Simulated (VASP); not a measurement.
The system is Ir2Cl.

```
Ir Cl
1.0
     0.00000    2.95517    2.95517
     2.95517    0.00000    2.95517
     2.95517    2.95517    0.00000
Ir Cl
2 1
Direct
  0.25000 0.25000 0.25000
  0.75000 0.75000 0.75000
  0.00000 0.00000 0.00000
```

| Property | Result |
| --- | --- |
| Program | VASP 6.6.1 |
| Task | relaxation of cell and atoms |
| Functional | r2SCAN |
| Potentials or basis | VASP PAW PBE potentials, release 64 (Ir, Cl) |
| Cutoff | 600 eV |
| k mesh | 6 × 6 × 6 |
| Occupations | gaussian, width 0.1 eV |
| Spin | no spin polarisation |

At the start: pressure -11.0 GPa; volume 17.21 Å³/atom.

Task: Where does the relaxation end?

Result: Over 3 steps the energy falls by 49.0 meV/atom and the volume is 15.93 Å³/atom (-7.4 %); space group Fm-3m (No. 225, to 0.05 Å).

The path:
| step | energy change (eV) | largest force (eV/Å) | pressure (GPa) | volume (Å³) |
| --- | --- | --- | --- | --- |
| 1 | 0.0000 | 0.0000 | -11.00 | 51.62 |
| 2 | 0.1226 | 0.0000 | 21.68 | 43.29 |
| 3 | -0.1469 | 0.0000 | -0.30 | 47.78 |

Final structure:
```cif
data_structure
_symmetry_space_group_name_H-M 'P 1'
_symmetry_Int_Tables_number 1
_cell_length_a 4.0730
_cell_length_b 4.0730
_cell_length_c 4.0730
_cell_angle_alpha 60.000
_cell_angle_beta 60.000
_cell_angle_gamma 60.000
_cell_volume 47.78
loop_
_atom_site_label
_atom_site_type_symbol
_atom_site_fract_x
_atom_site_fract_y
_atom_site_fract_z
_atom_site_occupancy
Ir1 Ir 0.25000 0.25000 0.25000 1
Ir2 Ir 0.75000 0.75000 0.75000 1
Cl1 Cl 0.00000 0.00000 0.00000 1
```

Caveat: the PAW data sets were made with another functional, which shifts forces and pressure a little; an odd number of electrons without spin polarisation forces a metal; a magnetic or distorted state may lie lower.
